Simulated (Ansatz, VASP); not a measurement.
## Two plane-wave programs on Pt

```
Pt
1.0
    -1.79451    1.56044    1.79451
     1.32638   -1.56044    1.32638
     1.79451    1.56044   -1.79451
Pt
1
Cartesian
  0.0000 0.0000 0.0000
```

Change from the starting cell: engineering shear strain xz -0.3000, engineering shear strain yz +0.0000.

Alike in both runs: task single point; functional PBEsol; k mesh 20 × 20 × 20; occupations gaussian, width 0.15 eV; no spin polarisation.

|  | VASP | Ansatz |
| --- | --- | --- |
| version | VASP 6.6.1 | Ansatz 0.2.0 |
| potentials or method | VASP PAW PBE potentials, release 64 (Pt), cutoff 520 eV | scalar-relativistic, plane waves, PAW |
| valence electrons in the cell | 10 | 18 |

VASP gave:

* gap on the k mesh at the Fermi level (eV): none
* pressure (GPa): 34.5
* traceless stress, the component that is largest in VASP (GPa): 45.04

Problem. What did Ansatz give for the same quantities?

Solution. gap on the k mesh at the Fermi level (eV): none; pressure (GPa): 34.8; traceless stress, the component that is largest in VASP (GPa): 45.17.

VASP's potentials were made for PBE, not for PBEsol, and Ansatz warns of the same on its side. A gap of «none» marks a metal or a gap that the smearing closes. Both programs put the cell under a high pressure, so it lies far from rest at this level. VASP's potentials hold 10 valence electrons a cell and Ansatz's 18, so a difference there can come from the potentials and not from the codes.

Neither program's run includes spin-orbit coupling.
